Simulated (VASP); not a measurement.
# MoW14 (a cell with a defect) in VASP: further runs, part 2 of 2

VASP 6.6.1. The steps go on from the part before.

## Step 4: Single point, PBEsol

INCAR

```
SYSTEM = MoW14
PREC = Accurate
ENCUT = 520
EDIFF = 1E-7
ISMEAR = 0
SIGMA = 0.1
LREAL = Auto
LASPH = .True.
NELM = 60
ALGO = Normal
ISIF = 2
LWAVE = .False.
LCHARG = .False.
GGA = PS
NBANDS = 118
```

KPOINTS

```
regular mesh
0
Gamma
  3 3 3
  0 0 0
```

POSCAR

```
MoW14
1.0
    6.3200000000      0.0000000000      0.0000000000
    0.0000000000      6.3200000000      0.0000000000
    0.0000000000      0.0000000000      6.3200000000
Mo W
1 14
Direct
   -0.1974522152      0.1973351266     -0.1975322785
    0.4940360759     -0.0052183544      0.0050212025
    0.0051012658      0.5058468354      0.0050212025
    0.0051012658     -0.0052183544      0.4939560127
    0.2469590190      0.2504128165      0.2468789557
    0.5017737342      0.4981091772      0.0001906646
    0.5017738924     -0.0003878165      0.5016938291
    0.7465403481      0.2533427215      0.2547395570
    0.0002707278      0.4981091772      0.5016938291
    0.2460895570      0.7537933544      0.2460094937
    0.2548194620      0.2533427215      0.7464602848
    0.5026587025      0.4972242089      0.5025786392
    0.7494700949      0.7529238924      0.2468791139
    0.2469590190      0.7529238924      0.7493900316
    0.7465401899      0.7450634494      0.7464602848
```

Potentials or basis: VASP PAW PBE potentials, release 64 (Mo_sv, W_sv).

Started as:

```sh
cat potpaw_PBE.64/Mo_sv/POTCAR potpaw_PBE.64/W_sv/POTCAR > POTCAR
mpirun -np 1 vasp_std > vasp.out
```

OUTCAR:

```text
SYSTEM = MoW14
   PREC = Accurate
   ENCUT = 520
   EDIFF = 1E-7
   ISMEAR = 0
   LREAL = Auto
   LASPH = .True.
   NELM = 60
   ISIF = 2
   GGA = PS

 ion  position               nearest neighbor table
   1  0.803  0.197  0.802-   3 2.66   4 2.66   2 2.66  11 2.90  15 2.90   8 2.90   7 2.96   9 2.96
                             6 2.96  12 3.28
   2  0.494  0.995  0.005-   1 2.66  10 2.66  13 2.70  14 2.72   5 2.72  11 2.76  15 2.78   8 2.78
                             6 3.14   7 3.14   7 3.18   6 3.18
   3  0.005  0.506  0.005-   1 2.66  10 2.66   5 2.70  14 2.72  13 2.72  15 2.76  11 2.78   8 2.78
                             6 3.14   9 3.14   9 3.18   6 3.18
   4  0.005  0.995  0.494-   1 2.66  10 2.66  14 2.70  13 2.72   5 2.72   8 2.76  11 2.78  15 2.78
                             9 3.14   7 3.14   7 3.18   9 3.18
   5  0.247  0.250  0.247-   3 2.70   2 2.72   4 2.72   6 2.73   9 2.73  12 2.77   7 2.77  10 3.14
                            11 3.16   8 3.16  11 3.16   8 3.16  10 3.18
   6  0.502  0.498  0.000-   8 2.72  11 2.72  15 2.72   5 2.73  13 2.73  10 2.76  14 2.77   1 2.96
[... 944 lines left out ...]
  Direction    XX          YY          ZZ          XY          YZ          ZX
  --------------------------------------------------------------------------------------
  -------------------------------------------------------------------------------------
  Total      -12.4794370    -12.4794370    -12.4794370      2.4839825      2.4839825     -2.4839825
  in kB      -79.2053176    -79.2053176    -79.2053176     15.7655046     15.7655046    -15.7655046
  external PRESSURE =     -79.2053176 kB  Pullay stress =       0.0000000 kB

 VOLUME and BASIS-vectors are now :
 -----------------------------------------------------------------------------
  energy-cutoff  :      520.00
  volume of cell :      252.44
      direct lattice vectors                 reciprocal lattice vectors
     6.320000000  0.000000000  0.000000000     0.158227848  0.000000000  0.000000000
     0.000000000  6.320000000  0.000000000     0.000000000  0.158227848  0.000000000
     0.000000000  0.000000000  6.320000000     0.000000000  0.000000000  0.158227848

 POSITION                                       TOTAL-FORCE (eV/Angst)
 -----------------------------------------------------------------------------------
      5.07210      1.24716      5.07160        -1.196506      1.196506     -1.196506
      3.12231      6.28702      0.03173         0.166911     -0.094091      0.094091
      0.03224      3.19695      0.03173         0.094091     -0.166911      0.094091
      0.03224      6.28702      3.12180         0.094091     -0.094091      0.166911
      1.56078      1.58261      1.56028         0.124881     -0.029799      0.124881
      3.17121      3.14805      0.00121         0.071801     -0.071801      0.087958
      3.17121      6.31755      3.17070         0.071801     -0.087958      0.071801
      4.71813      1.60113      1.60995         0.097439     -0.097439      0.081666
      0.00171      3.14805      3.17070         0.087958     -0.071801      0.071801
      1.55529      4.76397      1.55478        -0.027789      0.027789     -0.027789
      1.61046      1.60113      4.71763         0.081666     -0.097439      0.097439
      3.17680      3.14246      3.17630         0.081534     -0.081534      0.081534
      4.73665      4.75848      1.56028         0.029799     -0.124881      0.124881
      1.56078      4.75848      4.73614         0.124881     -0.124881      0.029799
      4.71813      4.70880      4.71763         0.097439     -0.081666      0.097439
 -----------------------------------------------------------------------------------
    total drift:                                0.000473     -0.002289     -0.003714

  FREE ENERGIE OF THE ION-ELECTRON SYSTEM (eV)
  ---------------------------------------------------
  free  energy   TOTEN  =      -200.5286925050 eV

  energy  without entropy=     -200.4971908839  energy(sigma->0) =     -200.51294169
```

stdout:

```text
POSCAR found type information on POSCAR MoW
 POSCAR found :  2 types and      15 ions
 scaLAPACK will be used
 -----------------------------------------------------------------------------
|                                                                             |
|                                                                             |
|     You enforced a specific xc type in the INCAR file but a different       |
|     I HOPE YOU KNOW WHAT YOU ARE DOING!                                     |
|                                                                             |
 -----------------------------------------------------------------------------

 LDA part: xc-table for (Slater+PW92), standard interpolation
 POSCAR, INCAR and KPOINTS ok, starting setup
 FFT: planning ... GRIDC
 FFT: planning ... GRID_SOFT
 FFT: planning ... GRID
 WAVECAR not read
 entering main loop
```

Wall time 8.1 min (1 thread of Intel Xeon 6975P-C, shared host); peak memory 0.39 GiB.

What came out:

- Free energy: -200.5287 eV
- Pressure: -7.9 GPa
- Largest force: 2.072 eV/Å
- Band gap on the k mesh: zero (band 105 reaches 10.27 eV, above the bottom of band 106 at 10.04 eV)

Forces in eV/Å, atoms in the order of the input:
```
Mo  -1.197  1.197 -1.197
W    0.167 -0.094  0.094
W    0.094 -0.167  0.094
W    0.094 -0.094  0.167
W    0.125 -0.030  0.125
W    0.072 -0.072  0.088
W    0.072 -0.088  0.072
W    0.097 -0.097  0.082
W    0.088 -0.072  0.072
W   -0.028  0.028 -0.028
W    0.082 -0.097  0.097
W    0.082 -0.082  0.082
W    0.030 -0.125  0.125
W    0.125 -0.125  0.030
W    0.097 -0.082  0.097
```

Caveat: the PAW data sets were made with another functional, which shifts forces and pressure a little; spin-orbit coupling is left out, which moves the levels of the heavy elements.
